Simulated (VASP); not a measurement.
# H3W12C13 in VASP: a series of runs, part 3 of 3

VASP 6.6.1.

## (6) Single point, PBE

File INCAR:

```
  ALGO = Normal
  EDIFF = 1E-6
  ENCUT = 520
  GGA = PE
  ISIF = 2
  ISMEAR = 0
  LASPH = T
  LCHARG = F
  LREAL = Auto
  LWAVE = F
  NBANDS = 132
  NELM = 100
  PREC = Accurate
  SIGMA = 0.05
```

File KPOINTS:

```
k-points
0
Gamma
  3 3 1
```

File POSCAR:

```
H3W12C13
1.0
    5.8108000000      0.0000000000      0.0000000000
   -2.9054000000      5.0323000000      0.0000000000
    0.0000000000      0.0000000000     19.1003750000
W C H
12 13 3
Direct
    0.0000000000      0.0000000000      0.0523549930
   -0.0007446568     -0.0014015460      0.2013223301
    0.0037897433     -0.0020849313      0.3522172732
    0.0000000000      0.5000000000      0.0523549930
   -0.0004831981      0.4973711822      0.2015705974
   -0.0009981363      0.4884573654      0.3528881501
    0.5000000000      0.0000000000      0.0523549930
    0.4983292259     -0.0025203187      0.2022449821
    0.5014482294     -0.0035301949      0.3542278620
    0.5000000000      0.5000000000      0.0523549930
    0.5001007923      0.4986902609      0.2003398363
    0.5093301312      0.5067386682      0.3474509794
    0.3333333665      0.1666667329      0.1267030098
    0.3350829460      0.1638201220      0.2737933156
    0.3394980975      0.1822570197      0.4187253915
    0.3333333665      0.6666667329      0.1267030098
    0.3329777086      0.6652880393      0.2744233032
    0.3128946930      0.5957160742      0.4311712205
    0.8333333665      0.1666667329      0.1267030098
    0.8275378308      0.1618158695      0.2763625321
    0.8255630448      0.1595214912      0.4201670910
    0.8333333665      0.6666667329      0.1267030098
    0.8321175211      0.6614450649      0.2723138158
    0.8507570480      0.6721542833      0.4097395470
    0.4142638537      0.4185944797      0.4573048435
    0.8431228584      0.1579776643      0.4769953993
    0.5550091675      0.4931490571      0.5012905244
    0.2982555943      0.6863291139      0.4790184486
```

Potentials or basis: VASP PAW PBE potentials, release 64 (W_sv, C, H).

Command:

```bash
$ cat potpaw_PBE.64/W_sv/POTCAR potpaw_PBE.64/C/POTCAR potpaw_PBE.64/H/POTCAR > POTCAR
$ mpirun -np 1 vasp_std > vasp.out
```

OUTCAR:

```text
EDIFF = 1E-6
   ENCUT = 520
   GGA = PE
   ISIF = 2
   ISMEAR = 0
   LASPH = T
   LREAL = Auto
   NELM = 100
   PREC = Accurate

 ion  position               nearest neighbor table
   1  0.000  0.000  0.052-  22 2.20  19 2.20  13 2.20   2 2.85  10 2.91   4 2.91   4 2.91  10 2.91
                             7 2.91   7 2.91
   2  0.999  0.999  0.201-  23 2.17  14 2.18  22 2.20  19 2.20  13 2.20  20 2.21   1 2.85   3 2.88
                             5 2.90  11 2.90   8 2.90   8 2.91  11 2.91   5 2.91
   3  0.004  0.998  0.352-  24 1.97  15 2.12  21 2.15  14 2.24  20 2.24  23 2.28   6 2.86  12 2.87
                             2 2.88   9 2.90   9 2.92   6 2.95  12 2.95
   4  0.000  0.500  0.052-  19 2.20  22 2.20  16 2.20   5 2.85   7 2.91   1 2.91   1 2.91   7 2.91
                            10 2.91  10 2.91
   5  1.000  0.497  0.202-  23 2.15  17 2.18  19 2.19  16 2.21  20 2.21  22 2.21   4 2.85   6 2.89
                             2 2.90   8 2.90  11 2.91  11 2.91   8 2.91   2 2.91
   6  0.999  0.488  0.353-  24 2.00  21 2.10  18 2.19  20 2.20  17 2.25  23 2.30   3 2.86   9 2.88
                             5 2.89  12 2.90  12 2.92   9 2.94   3 2.95
   7  0.500  0.000  0.052-  16 2.20  13 2.20  19 2.20   8 2.86  10 2.91   4 2.91  10 2.91   4 2.91
                             1 2.91   1 2.91
   8  0.498  0.997  0.202-  14 2.15  17 2.17  20 2.18  16 2.20  13 2.22  19 2.22   7 2.86   5 2.90
                             9 2.90   2 2.90  11 2.90  11 2.91   2 2.91   5 2.91
   9  0.501  0.996  0.354-  21 2.06  15 2.14  20 2.21  17 2.26  14 2.28  18 2.50  12 2.87   6 2.88
                             3 2.90   8 2.90   3 2.92   6 2.94  12 2.95
  10  0.500  0.500  0.052-  13 2.20  16 2.20  22 2.20  11 2.83   1 2.91   7 2.91   7 2.91   1 2.91
                             4 2.91   4 2.91
  11  0.500  0.499  0.200-  23 2.16  13 2.18  22 2.19  14 2.19  16 2.19  17 2.20  12 2.81  10 2.83
                             2 2.90   8 2.90   5 2.91   5 2.91   8 2.91   2 2.91
  12  0.509  0.507  0.347-  24 2.09  15 2.13  25 2.16  23 2.17  18 2.17  17 2.19  14 2.23  11 2.81
                             3 2.87   9 2.87   6 2.90   6 2.92   9 2.95   3 2.95
  13  0.333  0.167  0.127-  11 2.18  10 2.20   7 2.20   1 2.20   2 2.20   8 2.22
  14  0.335  0.164  0.274-   8 2.15   2 2.18  11 2.19  12 2.23   3 2.24   9 2.28
  15  0.339  0.182  0.419-  25 1.42   3 2.12  12 2.13   9 2.14
  16  0.333  0.667  0.127-  11 2.19   7 2.20  10 2.20   4 2.20   8 2.20   5 2.21
  17  0.333  0.665  0.274-   8 2.17   5 2.18  12 2.19  11 2.20   6 2.25   9 2.26
  18  0.313  0.596  0.431-  28 1.08  25 1.50  12 2.17   6 2.19   9 2.50
  19  0.833  0.167  0.127-   5 2.19   4 2.20   1 2.20   7 2.20   2 2.20   8 2.22
  20  0.828  0.162  0.276-   8 2.18   6 2.20   5 2.21   2 2.21   9 2.21   3 2.24
  21  0.826  0.160  0.420-  26 1.09   9 2.06   6 2.10   3 2.15
  22  0.833  0.667  0.127-  11 2.19   2 2.20   1 2.20   4 2.20  10 2.20   5 2.21
  23  0.832  0.661  0.272-   5 2.15  11 2.16  12 2.17   2 2.17   3 2.28   6 2.30
  24  0.851  0.672  0.410-   3 1.97   6 2.00  12 2.09
  25  0.414  0.419  0.457-  27 1.10  15 1.42  18 1.50  12 2.16
  26  0.843  0.158  0.477-  21 1.09
  27  0.555  0.493  0.501-  25 1.10
  28  0.298  0.686  0.479-  18 1.08

  LATTYP: Found a hexagonal cell.
 ALAT       =     5.8108000000
 C/A-ratio  =     3.2870473945

  Lattice vectors:

 A1 = (   5.8108000000,   0.0000000000,   0.0000000000)
 A2 = (  -2.9054000000,   5.0323000000,   0.0000000000)
 A3 = (   0.0000000000,   0.0000000000,  19.1003750000)

Analysis of symmetry for initial positions (statically):
=====================================================================
 Subroutine PRICEL returns:
 Original cell was already a primitive cell.

 Routine SETGRP: Setting up the symmetry group for a
 hexagonal supercell.

 Subroutine GETGRP returns: Found  1 space group operations
[... 136 lines left out ...]
   ions per type =              12  13   3
   NGX,Y,Z   is equivalent  to a cutoff of  13.73, 13.73, 12.53 a.u.
   NGXF,Y,Z  is equivalent  to a cutoff of  27.47, 27.47, 25.07 a.u.
 SYSTEM =  unknown system
   PREC   = accura    normal or accurate (medium, high low for compatibility)
   ISTART =      0    job   : 0-new  1-cont  2-samecut
   ICHARG =      2    charge: 1-file 2-atom 10-const
   ISPIN  =      1    spin polarized calculation?
   LNONCOLLINEAR =      F non collinear calculations
   LSORBIT =      F    spin-orbit coupling
   LASPH  =      T    aspherical Exc in radial PAW
   ENCUT  =  520.0 eV  38.22 Ry    6.18 a.u.  10.80 10.80 35.51*2*pi/ulx,y,z
   NELM   =    100;   NELMIN=  2; NELMDL= -5     # of ELM steps
   EDIFF  = 0.1E-05   stopping-criterion for ELM
   LREAL  =      T    real-space projection
   EDIFFG = 0.1E-04   stopping-criterion for IOM
   NSW    =      0    number of steps for IOM
   IBRION =     -1    ionic relax: 0-MD 1-quasi-New 2-CG
   NFREE  =      0    steps in history (QN), initial steepest desc. (CG)
   ISIF   =      2    stress and relaxation
   ISYM   =      2    0-nonsym 1-usesym 2-fastsym
   POTIM  = 0.5000    time-step for ionic-motion
   TEBEG  =    0.0;   TEEND  =   0.0 temperature during run
   PSTRESS=    0.0 pullay stress
   NELECT =     223.0000    total number of electrons
   NUPDOWN=      -1.0000    fix difference up-down
   EMIN   =  10.00;   EMAX   =-10.00  energy-range for DOS
   EFERMI =   0.00;   METHOD = LEGACY
   ISMEAR =     0;   SIGMA  =   0.05  broadening in eV -4-tet -1-fermi 0-gaus
   EFERMI_NEDOS =   21; number of points for ismear=-14 and -15
   IALGO  =     38    algorithm
   IMIX   =      4    mixing-type and parameters
     AMIX     =   0.40;   BMIX     =  1.00
     AMIX_MAG =   1.60;   BMIX_MAG =  1.00
  volume/ion in A,a.u.               =      19.95       134.61
  Fermi-wavevector in a.u.,A,eV,Ry     =   1.205485  2.278036 19.771893  1.453193
  Thomas-Fermi vector in A             =   2.341180
   LORBIT       =      0    0 simple, 1 ext, 2 COOP (PROOUT), +10 PAW based schemes
   GGA     = PE    functional components
   LHFCALC =     F    Hartree Fock is set to
   AEXX    =    0.0000 exact exchange contribution
   IVDW    =     0    specifies the selected vdW correction
   LEPSILON=     F    determine dielectric tensor
   LRPA    =     F    only Hartree local field effects (RPA)
 non-spin polarized calculation
 Gauss-broadening in eV      SIGMA  =   0.05
  energy-cutoff  :      520.00
  volume of cell :      558.53
 maximum number of plane-waves:     15057
 NGX is ok and might be reduce to    48
   NGX = 21   NGY = 21   NGZ = 71

 number of electron     222.9999987 magnetization

 Free energy of the ion-electron system (eV)
  ---------------------------------------------------
  ext. energy  EPLUGINS =         0.00000000
  ---------------------------------------------------
  free energy    TOTEN  =      -275.31166292 eV

  energy without entropy =     -275.30674212  energy(sigma->0) =     -275.30920252

 E-fermi :   2.4683     XC(G=0):  -7.5344

 val. band max:        2.4542831219   @ k =   0.0000   0.0000   0.0000
 cond. band min:       2.6291808861   @ k =   0.0000   0.0000   0.0000
 fundamental gap:      0.1748977642
 Fermi energy:         2.4683451523

 k-point     1 :       0.0000    0.0000    0.0000
  band No.  band energies     occupation
      1     -71.4879      2.00000
      2     -71.4410      2.00000
      3     -71.4361      2.00000
      4     -71.4225      2.00000
      5     -71.3936      2.00000
      6     -71.3830      2.00000
[... 619 lines left out ...]
    122       4.5587      0.00000
    123       4.7509      0.00000
 [bands above 123 left out]

------------------------ aborting loop because EDIFF is reached ----------------------------------------

  FORCE on cell =-STRESS in cart. coord.  units (eV):
  Direction    XX          YY          ZZ          XY          YZ          ZX
  --------------------------------------------------------------------------------------
  -------------------------------------------------------------------------------------
  Total        1.8316233      2.2590646     -2.5017619      2.3949075      2.7475173     -1.4741145
  in kB        5.2541491      6.4802967     -7.1764921      6.8699722      7.8814599     -4.2286082
  external PRESSURE =       1.5193179 kB  Pullay stress =       0.0000000 kB

 VOLUME and BASIS-vectors are now :
 -----------------------------------------------------------------------------
  energy-cutoff  :      520.00
  volume of cell :      558.53
      direct lattice vectors                 reciprocal lattice vectors
     5.810800000  0.000000000  0.000000000     0.172093343  0.099358146  0.000000000
    -2.905400000  5.032300000  0.000000000     0.000000000  0.198716293  0.000000000
     0.000000000  0.000000000 19.100375000     0.000000000  0.000000000  0.052354993

 POSITION                                       TOTAL-FORCE (eV/Angst)
 -----------------------------------------------------------------------------------
      0.00000      0.00000      1.00000         0.003796      0.006903      0.856190
      2.90515      5.02525      3.84533         0.001360     -0.008119     -0.009506
     -2.87732      5.02181      6.72748         0.032425     -0.016364     -0.013582
     -1.45270      2.51615      1.00000         0.013401     -0.012892      0.852260
      4.36293      2.50292      3.85007         0.009582     -0.005191     -0.007089
      4.38584      2.45806      6.74030         0.034643     -0.035860     -0.009879
[... 20 lines left out ...]
      1.79225      2.48167      9.57484        -0.023501     -0.148079      0.057356
     -0.26096      3.45381      9.14943        -0.310976      1.188872      0.054765
 -----------------------------------------------------------------------------------
    total drift:                               -0.005722     -0.010101      0.041907

  FREE ENERGIE OF THE ION-ELECTRON SYSTEM (eV)
  ---------------------------------------------------
  free  energy   TOTEN  =      -275.3116629151 eV

  energy  without entropy=     -275.3067421224  energy(sigma->0) =     -275.30920252
```

It took 28 min on 1 thread of AMD EPYC 9R14 (Zen 4), shared host; peak memory 0.77 GiB.

What came out:

* Free energy: -275.3117 eV
* Largest force: 1.230 eV/Å
* Band gap on the k mesh: zero (an odd number of electrons rules out a gap without spin polarisation)

Forces in eV/Å, atoms in the order of the input:
```
W    0.004  0.007  0.856
W    0.001 -0.008 -0.010
W    0.032 -0.016 -0.014
W    0.013 -0.013  0.852
W    0.010 -0.005 -0.007
W    0.035 -0.036 -0.010
W   -0.002 -0.003  0.924
W    0.001 -0.012  0.001
W    0.006 -0.041 -0.048
W    0.003 -0.010  0.682
W   -0.002 -0.009 -0.011
W    0.011  0.014 -0.081
C    0.020 -0.152 -0.942
C    0.014 -0.015 -0.013
C    0.058 -0.137 -0.020
C   -0.048  0.005 -0.911
C   -0.001 -0.013 -0.006
C   -0.008 -0.255  0.291
C    0.016 -0.054 -0.878
C    0.002 -0.017 -0.001
C   -0.007 -0.048  0.018
C    0.141 -0.005 -0.922
C    0.027 -0.039  0.029
C   -0.033 -0.054  0.102
C    0.026 -0.058 -0.004
H    0.016 -0.068  0.013
H   -0.024 -0.148  0.057
H   -0.311  1.189  0.055
```

Caveat: the k points lie up to 0.42 Å⁻¹ apart, too coarse for converged energies and pressures of a metal; spin-orbit coupling is left out, which moves the levels of the heavy elements.

## (7) Single point, PBE

File INCAR:

```
ALGO = Normal
EDIFF = 1E-7
ENCUT = 520
GGA = PE
ISIF = 2
ISMEAR = 0
LASPH = True
LCHARG = False
LREAL = Auto
LWAVE = False
NBANDS = 132
NELM = 100
PREC = Accurate
SIGMA = 0.05
```

KPOINTS is that of step 6.

File POSCAR:

```
H3W12C13
1.0
    5.8108000000      0.0000000000      0.0000000000
   -2.9054000000      5.0323000000      0.0000000000
    0.0000000000      0.0000000000     19.1003750000
W C H
12 13 3
Direct
    0.0000000000      0.0000000000      0.0523549930
   -0.0000182166      0.0005514377      0.2016995478
    0.0020119076      0.0048588121      0.3526776307
    0.0000000000      0.5000000000      0.0523549930
   -0.0003406372      0.4993786142      0.2016558837
    0.0005097807      0.4962446595      0.3525126077
    0.5000000000      0.0000000000      0.0523549930
    0.4988665732     -0.0007517437      0.2025485887
    0.5001493522      0.0013997576      0.3566054070
    0.5000000000      0.5000000000      0.0523549930
    0.5001871745      0.5000979671      0.2006537568
    0.5080236435      0.5044272003      0.3487211639
    0.3333333665      0.1666667329      0.1267030098
    0.3338542732      0.1655219283      0.2742200611
    0.3363659559      0.1920521432      0.4209385418
    0.3333333665      0.6666667329      0.1267030098
    0.3334543918      0.6681086183      0.2741545127
    0.3382367292      0.6443763289      0.4182860808
    0.8333333665      0.1666667329      0.1267030098
    0.8275053126      0.1634280548      0.2759287710
    0.8331856055      0.1679933629      0.4207505350
    0.8333333665      0.6666667329      0.1267030098
    0.8327263598      0.6666122846      0.2717830409
    0.8583572098      0.6804818870      0.4090261055
    0.4157795835      0.4330250581      0.4604675039
    0.8470444186      0.1705079188      0.4778389430
    0.5745821346      0.5214768595      0.4995473649
    0.2392312721      0.4798922958      0.4774391079
```

Command:

```bash
$ cat potpaw_PBE.64/W_sv/POTCAR potpaw_PBE.64/C/POTCAR potpaw_PBE.64/H/POTCAR > POTCAR
$ mpirun -np 1 vasp_std > vasp.out
```

Run time: 32 min. Hardware: 1 thread of AMD EPYC 9R14 (Zen 4), shared host; peak memory 0.77 GiB.

The run converged. Its results:

```
Free energy            : -274.0309 eV
Largest force          : 1.004 eV/Å
Band gap on the k mesh : zero (an odd number of electrons rules out a gap without spin polarisation)
```

Forces on the atoms (eV/Å):
```
W   -0.012  0.007  0.902
W    0.001  0.002 -0.013
W    0.000  0.032 -0.012
W    0.002 -0.017  0.892
W    0.003  0.000 -0.002
W    0.010 -0.020 -0.017
W    0.002  0.007  1.004
W    0.002  0.003 -0.010
W   -0.010  0.009  0.008
W    0.001 -0.001  0.733
W    0.000 -0.003  0.001
W    0.000 -0.005 -0.042
C    0.038 -0.086 -0.934
C    0.000 -0.002  0.000
C    0.014 -0.043  0.038
C   -0.063  0.063 -0.922
C    0.000  0.005  0.003
C   -0.018  0.017  0.059
C   -0.047 -0.024 -0.915
C   -0.008 -0.002 -0.005
C    0.003 -0.001  0.037
C    0.080  0.050 -0.967
C    0.003  0.004  0.005
C   -0.005 -0.010  0.091
C    0.005 -0.014  0.021
H    0.002  0.003  0.015
H    0.001  0.008  0.019
H   -0.002  0.017  0.013
```

Levels at points of the mesh, in eV from the Fermi level:
| k point | band 109 | band 110 | band 111 | band 112 | band 113 | band 114 | band 115 | band 116 |
| --- | --- | --- | --- | --- | --- | --- | --- | --- |
| (0.00, 0.00, 0.00) | 0.03 | 0.52 | 0.66 | 0.67 | 0.68 | 1.08 | 1.17 | 1.69 |

Caveat: the k points lie up to 0.42 Å⁻¹ apart, too coarse for converged energies and pressures of a metal; spin-orbit coupling is left out, which moves the levels of the heavy elements.

## (8) Summary

```csv
cell,gap on the mesh (eV),largest force (eV/Å)
"as given, atomic positions A",none,5.52
"as given, atomic positions B",none,1.16
"as given, atomic positions C",none,1.34
"as given, atomic positions D",none,0.93
"as given, atomic positions E",none,1.23
"as given, atomic positions F",none,1.00
```

Alike in all rows: task single point; level PBE; potentials or basis VASP PAW PBE potentials, release 64 (W_sv, C, H); no spin polarisation; k mesh 3 × 3 × 1; cutoff (eV) 520; smearing gaussian 0.05 eV.

Caveats: all runs use coarse meshes; spin-orbit coupling is left out, which moves the levels of the heavy elements.

Total energies depend on the potentials used, so only differences within one code and one set of settings carry meaning.
